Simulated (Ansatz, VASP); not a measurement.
**One calculation of W, two programs**

```xyz
6
Lattice="4.5020 0.0000 0.0000 -2.2510 3.8989 0.0000 0.0000 0.0000 20.5949" Properties=species:S:1:pos:R:3 pbc="T T T"
W     0.0000    1.2996    8.3375
W     0.0000    3.8989    9.0231
W     2.2510    2.5993    9.6968
W     0.0000    1.2996   10.8982
W     0.0000    3.8989   11.5718
W     2.2510    2.5993   12.2575
```

Alike in both runs: functional PBE; k mesh 9 × 9 × 1; occupations fermi-dirac, width 0.08 eV; no spin polarisation.

Ansatz relaxed the structure, and its values are those at the end. VASP's run is a single point on that final structure, the one shown.

|  | VASP | Ansatz |
| --- | --- | --- |
| version | VASP 6.6.1 | Ansatz 0.2.0 |
| potentials or method | VASP PAW PBE potentials, release 64 (W_sv) | PAW with Ansatz's default frozen-core files, scalar-relativistic |
| plane-wave cutoff (eV) | 520 | 420 |
| valence electrons in the cell | 84 | 84 |

|  | VASP | Ansatz | Ansatz less VASP |
| --- | --- | --- | --- |
| rms of the force components (eV/Å) | 0.023 | 0.003 | -0.0203 |

Ansatz's warnings: stress scf threshold loose, xc potential rough in thin density.

Neither program's run includes spin-orbit coupling.
